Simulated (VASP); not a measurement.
# TiB2 (P6/mmm) in VASP: further runs

Runs on TiB2. Level: LDA+U. Tasks: single point.

All numbers are computed with VASP 6.6.1; they aren't measurements. Logs are shortened: lines on timing, memory, paths and dates and some standing lists are left out, and cuts for length are marked.

**1. The cell of the first run**

Symmetry: P6/mmm, No. 191, hexagonal system. The conventional cell has a = 3.029 Å, b = 3.029 Å, c = 3.228 Å, α = 90.00°, β = 90.00°, γ = 120.00°. Ti (site symmetry 6/mmm) has 12 B at 2.38 Å and 6 Ti at 3.03 Å within 3.1 Å. Within 2.3 Å of B (site symmetry -6m2) lie 3 B at 1.75 Å.

**2. Single point, LDA+U**

The input, INCAR:

```
SYSTEM = TiB2
ALGO = Normal ; EDIFF = 1E-6
ENCUT = 520 ; GGA = CA
ISIF = 2 ; ISMEAR = -1
LASPH = .TRUE. ; LCHARG = .TRUE.
LDAU = .TRUE. ; LDAUJ = 0 0
LDAUL = 2 -1 ; LDAUPRINT = 1
LDAUTYPE = 2 ; LDAUU = 4 0
LELF = .TRUE. ; LMAXMIX = 4
LREAL = .FALSE. ; LVHAR = .TRUE.
LWAVE = .FALSE. ; NBANDS = 16
NELM = 150 ; PREC = Accurate
SIGMA = 0.05
```

The input, KPOINTS:

```
k-points
0
G
  10 10 8
  0 0 0
```

The input, POSCAR:

```
TiB2
1.0
    3.0292000000      0.0000000000      0.0000000000
   -1.5146000000      2.6233641531      0.0000000000
    0.0000000000      0.0000000000      3.2284000000
Ti B
1 2
Direct
    0.0000000000      0.0000000000      0.0000000000
    0.6666666667      0.3333333333      0.5000000000
    0.3333333333      0.6666666667      0.5000000000
```

Potentials or basis: VASP PAW LDA potentials, release 64 (Ti_sv, B).

Command:

```console
cat potpaw_LDA.64/Ti_sv/POTCAR potpaw_LDA.64/B/POTCAR > POTCAR
mpirun -np 1 vasp_std > vasp.out
```

OUTCAR:

```text
SYSTEM = TiB2
   EDIFF = 1E-6
   ENCUT = 520
   GGA = CA
   ISIF = 2
   ISMEAR = -1
   LASPH = .TRUE.
   LREAL = .FALSE.
   NELM = 150
   PREC = Accurate

 ion  position               nearest neighbor table
   1  0.000  0.000  0.000-   2 2.38   3 2.38   2 2.38   3 2.38   3 2.38   3 2.38   2 2.38   2 2.38
                             2 2.38   2 2.38   3 2.38   3 2.38
   2  0.667  0.333  0.500-   3 1.75   3 1.75   3 1.75   1 2.38   1 2.38   1 2.38   1 2.38   1 2.38
                             1 2.38
   3  0.333  0.667  0.500-   2 1.75   2 1.75   2 1.75   1 2.38   1 2.38   1 2.38   1 2.38   1 2.38
                             1 2.38

  LATTYP: Found a hexagonal cell.
 ALAT       =     3.0292000000
 C/A-ratio  =     1.0657599366

  Lattice vectors:

 A1 = (   3.0292000000,   0.0000000000,   0.0000000000)
 A2 = (  -1.5146000000,   2.6233641531,   0.0000000000)
 A3 = (   0.0000000000,   0.0000000000,   3.2284000000)

Analysis of symmetry for initial positions (statically):
=====================================================================
 Subroutine PRICEL returns:
 Original cell was already a primitive cell.

 Routine SETGRP: Setting up the symmetry group for a
 hexagonal supercell.

 Subroutine GETGRP returns: Found 24 space group operations
 (whereof 24 operations were pure point group operations)
 out of a pool of 24 trial point group operations.

The static configuration has the point symmetry D_6h.

Analysis of symmetry for dynamics (positions and initial velocities):
=====================================================================
 Subroutine PRICEL returns:
 Original cell was already a primitive cell.

 Routine SETGRP: Setting up the symmetry group for a
 hexagonal supercell.

 Subroutine GETGRP returns: Found 24 space group operations
 (whereof 24 operations were pure point group operations)
 out of a pool of 24 trial point group operations.

The dynamic configuration has the point symmetry D_6h.

 Subroutine INISYM returns: Found 24 space group operations
 (whereof 24 operations are pure point group operations),
 and found     1 'primitive' translations

[... 143 lines left out ...]

  0.2026  0.0000 -0.0000  0.0000 -0.0000
  0.0000  0.2027  0.0000 -0.0000 -0.0000
 -0.0000  0.0000  0.1673 -0.0000 -0.0000
  0.0000 -0.0000 -0.0000  0.2027 -0.0000
 -0.0000 -0.0000 -0.0000 -0.0000  0.2026

spin component  2

  0.2026  0.0000 -0.0000  0.0000 -0.0000
  0.0000  0.2027  0.0000 -0.0000 -0.0000
 -0.0000  0.0000  0.1673 -0.0000 -0.0000
  0.0000 -0.0000 -0.0000  0.2027 -0.0000
 -0.0000 -0.0000 -0.0000 -0.0000  0.2026

 occupancies and eigenvectors

  o =  0.1673  v =  0.0000 -0.0000 -1.0000 -0.0000 -0.0000  0.0000  0.0000  0.0000  0.0000  0.0000      0.0000  0.0000  0.0000  0.0000  0.0000  0.0000  0.0000  0.0000  0.0000  0.0000
  o =  0.1673  v =  0.0000  0.0000  0.0000  0.0000  0.0000  0.0000 -0.0000 -1.0000 -0.0000 -0.0000      0.0000  0.0000  0.0000  0.0000  0.0000  0.0000  0.0000  0.0000  0.0000  0.0000
  o =  0.2026  v =  0.0000 -0.0000 -0.0000  0.0000  1.0000  0.0000  0.0000  0.0000  0.0000  0.0000      0.0000  0.0000  0.0000  0.0000  0.0000  0.0000  0.0000  0.0000  0.0000  0.0000
  o =  0.2026  v =  0.0000  0.0000  0.0000  0.0000  0.0000  0.0000 -0.0000 -0.0000  0.0000  1.0000      0.0000  0.0000  0.0000  0.0000  0.0000  0.0000  0.0000  0.0000  0.0000  0.0000
  o =  0.2026  v =  1.0000  0.0000  0.0000  0.0000  0.0000  0.0000  0.0000  0.0000  0.0000  0.0000      0.0000  0.0000  0.0000  0.0000  0.0000  0.0000  0.0000  0.0000  0.0000  0.0000
  o =  0.2026  v =  0.0000  0.0000  0.0000  0.0000  0.0000  1.0000  0.0000  0.0000  0.0000  0.0000      0.0000  0.0000  0.0000  0.0000  0.0000  0.0000  0.0000  0.0000  0.0000  0.0000
  o =  0.2027  v =  0.0000  0.0000  0.0000  0.0000  0.0000  0.0000 -1.0000  0.0000  0.0000 -0.0000      0.0000  0.0000  0.0000  0.0000  0.0000  0.0000  0.0000  0.0000  0.0000  0.0000
  o =  0.2027  v =  0.0000 -1.0000  0.0000  0.0000 -0.0000  0.0000  0.0000  0.0000  0.0000  0.0000      0.0000  0.0000  0.0000  0.0000  0.0000  0.0000  0.0000  0.0000  0.0000  0.0000
  o =  0.2027  v =  0.0000  0.0000  0.0000  0.0000  0.0000  0.0000  0.0000 -0.0000  1.0000 -0.0000      0.0000  0.0000  0.0000  0.0000  0.0000  0.0000  0.0000  0.0000  0.0000  0.0000
  o =  0.2027  v =  0.0000  0.0000 -0.0000  1.0000 -0.0000  0.0000  0.0000  0.0000  0.0000  0.0000      0.0000  0.0000  0.0000  0.0000  0.0000  0.0000  0.0000  0.0000  0.0000  0.0000

 number of electron      18.0000002 magnetization

 Free energy of the ion-electron system (eV)
  ---------------------------------------------------
  ext. energy  EPLUGINS =         0.00000000
  ---------------------------------------------------
  free energy    TOTEN  =       -23.65267245 eV

  energy without entropy =      -23.64608014  energy(sigma->0) =      -23.64937630

 E-fermi :  10.3656     XC(G=0): -12.9648

 val. band max:       10.3511117142   @ k =   0.4000   0.2000   0.0000
 cond. band min:      10.3775219711   @ k =   0.1000  -0.0000   0.3750
 fundamental gap:      0.0264102569
 Fermi energy:        10.3656236667

 k-point     1 :       0.0000    0.0000    0.0000
  band No.  band energies     occupation
      1     -46.9749      2.00000
      2     -23.6807      2.00000
      3     -23.3638      2.00000
      4     -23.3638      2.00000
      5      -3.2496      2.00000
      6       7.7044      2.00000
[... 433 lines left out ...]
      3     -23.6384      2.00000
      4     -23.4750      2.00000
      5       0.4334      2.00000
      6       1.8764      2.00000
[... 8 lines left out ...]
     15      18.8442      0.00000
     16      19.6238      0.00000

 [... further k-points ...]
[... 5 lines left out ...]
  --------------------------------------------------------------------------------------
  -------------------------------------------------------------------------------------
  Total       -0.5958823     -0.5958823     -0.1271851      0.0000000     -0.0000000      0.0000000
  in kB      -37.2132145    -37.2132145     -7.9427899      0.0000000     -0.0000000      0.0000000
  external PRESSURE =     -27.4564063 kB  Pullay stress =       0.0000000 kB

 VOLUME and BASIS-vectors are now :
 -----------------------------------------------------------------------------
  energy-cutoff  :      520.00
  volume of cell :       25.66
      direct lattice vectors                 reciprocal lattice vectors
     3.029200000  0.000000000  0.000000000     0.330120164  0.190594965  0.000000000
    -1.514600000  2.623364153  0.000000000     0.000000000  0.381189931  0.000000000
     0.000000000  0.000000000  3.228400000     0.000000000  0.000000000  0.309750960

 POSITION                                       TOTAL-FORCE (eV/Angst)
 -----------------------------------------------------------------------------------
      0.00000      0.00000      0.00000         0.000000      0.000000     -0.000000
      1.51460      0.87445      1.61420        -0.000000      0.000000     -0.000000
     -0.00000      1.74891      1.61420         0.000000     -0.000000      0.000000
 -----------------------------------------------------------------------------------
    total drift:                               -0.000000      0.000000      0.000000

  FREE ENERGIE OF THE ION-ELECTRON SYSTEM (eV)
  ---------------------------------------------------
  free  energy   TOTEN  =       -23.6526724507 eV

  energy  without entropy=      -23.6460801395  energy(sigma->0) =      -23.64937630
```

OSZICAR:

```text
N       E                     dE             d eps       ncg     rms          rms(c)
DAV:   1     0.124121889519E+03    0.12412E+03   -0.89413E+03  2240   0.127E+03
DAV:   2    -0.225223346452E+02   -0.14664E+03   -0.14142E+03  2376   0.344E+02
DAV:   3    -0.298007418251E+02   -0.72784E+01   -0.71962E+01  3304   0.740E+01
DAV:   4    -0.299593873426E+02   -0.15865E+00   -0.15858E+00  2592   0.994E+00
DAV:   5    -0.299636614942E+02   -0.42742E-02   -0.42738E-02  3376   0.137E+00    0.162E+01
DAV:   6    -0.236312772137E+02    0.63324E+01   -0.23279E+01  3256   0.515E+01    0.344E+00
DAV:   7    -0.236533680162E+02   -0.22091E-01   -0.99126E-01  2320   0.101E+01    0.277E+00
DAV:   8    -0.236500389815E+02    0.33290E-02   -0.56838E-02  3400   0.220E+00    0.863E-01
DAV:   9    -0.236526787387E+02   -0.26398E-02   -0.14159E-02  2832   0.159E+00    0.167E-01
DAV:  10    -0.236528845759E+02   -0.20584E-03   -0.33042E-03  3104   0.655E-01    0.126E-01
DAV:  11    -0.236526894964E+02    0.19508E-03   -0.43941E-04  2896   0.221E-01    0.589E-02
DAV:  12    -0.236526751873E+02    0.14309E-04   -0.34317E-05  2728   0.547E-02    0.237E-02
DAV:  13    -0.236526729028E+02    0.22845E-05   -0.71076E-06  3192   0.216E-02    0.665E-03
DAV:  14    -0.236526724507E+02    0.45210E-06   -0.12601E-06  1592   0.108E-02
   1 F= -.23652672E+02 E0= -.23649376E+02  d E =-.659231E-02
```

Wall time 29 s (1 thread of Intel Xeon 8259CL, shared host); peak memory 0.14 GiB.

What came out:

```
Free energy            : -23.6527 eV
Pressure               : -2.7 GPa
Band gap on the k mesh : zero (band 9 reaches 10.85 eV, above the bottom of band 10 at 10.25 eV)
```

Levels at points of the mesh, in eV from the Fermi level:
| k point | band 5 | band 6 | band 7 | band 8 | band 9 | band 10 | band 11 | band 12 | band 13 | band 14 |
| --- | --- | --- | --- | --- | --- | --- | --- | --- | --- | --- |
| (0.00, 0.00, 0.00) | -13.62 | -2.66 | -2.66 | -2.59 | -2.05 | 2.02 | 2.02 | 3.65 | 3.65 | 5.49 |
| (0.50, 0.00, 0.00) | -9.50 | -9.33 | -3.47 | -3.24 | -2.21 | 1.46 | 2.87 | 3.09 | 3.38 | 7.06 |
| (0.00, 0.00, 0.50) | -11.65 | -7.91 | -0.74 | -0.74 | -0.11 | -0.11 | 0.53 | 0.53 | 1.83 | 6.25 |
| (0.50, 0.00, 0.50) | -9.73 | -7.70 | -4.71 | -3.92 | -3.46 | 2.71 | 3.05 | 4.58 | 4.62 | 5.19 |

Eigenvalues of the final occupation matrices:
```
    site  spin  trace               eigenvalues
site 1 d     1   0.98  0.17 0.20 0.20 0.20 0.20
site 1 d     2   0.98  0.17 0.20 0.20 0.20 0.20
```

Caveat: U without spin polarisation on a metal has little footing; the U is typed as a test and isn't derived for this compound.

**3. Single point, LDA+U**

The input, INCAR:

```
PREC     = Accurate       # precision mode
ENCUT    = 520            # plane-wave cutoff, eV
EDIFF    = 1E-7           # SCF threshold, eV
ISMEAR   = -1             # smearing method
SIGMA    = 0.05           # smearing width, eV
LREAL    = F              # projectors in reciprocal space
LASPH    = T              # aspherical terms in the spheres
NELM     = 150            # most SCF steps
ALGO     = Normal         # electronic algorithm
ISIF     = 2              # what is computed and relaxed
LWAVE    = F              # write WAVECAR
LCHARG   = F              # write CHGCAR
LMAXMIX  = 4              # l up to which the mixer works
LDAU     = T              # DFT+U
LDAUTYPE = 2            
LDAUL    = 2 -1           # shell
LDAUU    = 5 0            # U, eV
LDAUJ    = 0 0          
LDAUPRINT= 1            
GGA      = CA             # functional
NBANDS   = 16             # bands
```

The input, KPOINTS:

```
regular mesh
0
Gamma
  10 10 8
```

POSCAR is that of step 2.

Potentials or basis: VASP PAW LDA potentials, release 64 (Ti_sv, B).

Command:

```console
cat potpaw_LDA.64/Ti_sv/POTCAR potpaw_LDA.64/B/POTCAR > POTCAR
mpirun -np 1 vasp_std > vasp.out
```

It took 32 s on 1 thread of Intel Xeon 8259CL, shared host; peak memory 0.15 GiB.

It converged, with:

```
Free energy            : -22.8725 eV
Pressure               : -0.7 GPa
Band gap on the k mesh : zero (band 9 reaches 11.00 eV, above the bottom of band 10 at 10.39 eV)
```

Stress tensor (GPa, compression positive):
```
-2.00  0.00  0.00
 0.00 -2.00  0.00
 0.00  0.00  1.94
```

Levels at points of the mesh, in eV from the Fermi level:
| k point | band 7 | band 8 | band 9 | band 10 | band 11 | band 12 |
| --- | --- | --- | --- | --- | --- | --- |
| (0.00, 0.00, 0.00) | -2.70 | -2.70 | -2.05 | 2.05 | 2.05 | 3.64 |
| (0.50, 0.00, 0.00) | -3.56 | -3.27 | -2.21 | 1.48 | 2.89 | 2.99 |
| (0.00, 0.00, 0.50) | -0.81 | -0.81 | -0.11 | -0.11 | 0.54 | 0.54 |
| (0.50, 0.00, 0.50) | -4.75 | -3.97 | -3.59 | 2.76 | 3.07 | 4.58 |

Eigenvalues of the final occupation matrices:
```csv
site,spin,trace,eigenvalues
site 1 d,1,0.96,0.16 0.20 0.20 0.20 0.20
site 1 d,2,0.96,0.16 0.20 0.20 0.20 0.20
```

Caveat: U without spin polarisation on a metal has little footing; the U is typed as a test and isn't derived for this compound.
